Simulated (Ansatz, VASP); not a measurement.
## AlB2P3 in VASP and in Ansatz

```
Al B P
1.0
     4.60746    0.00000    0.00000
     0.00000    4.60746    0.00000
     0.00000    0.00000    4.47943
Al B P
1 2 3
Direct
  0.50000 0.50000 0.00000
  0.00000 0.50000 0.00000
  0.50000 0.00000 0.00000
  0.00000 0.50000 0.50000
  0.50000 0.00000 0.50000
  0.50000 0.50000 0.50000
```

Alike in both runs: functional PBE; k mesh 8 × 8 × 8; occupations gaussian, width 0.1 eV; no spin polarisation.

Ansatz relaxed the structure, and its values are those at the end. VASP's run is a single point on that final structure, the one shown.

|  | VASP | Ansatz |
| --- | --- | --- |
| version | VASP 6.6.1 | Ansatz 0.2.0 |
| potentials or method | VASP PAW PBE potentials, release 64 (Al, B, P), cutoff 520 eV | scalar-relativistic, plane waves, PAW |
| valence electrons in the cell | 24 | 24 |

```tsv
	VASP	Ansatz	Ansatz less VASP
gap on the k mesh at the Fermi level (eV)	none	none	-
pressure (GPa)	-0.2	0.0	+0.16
```

A gap of «none» marks a metal or a gap that the smearing closes.
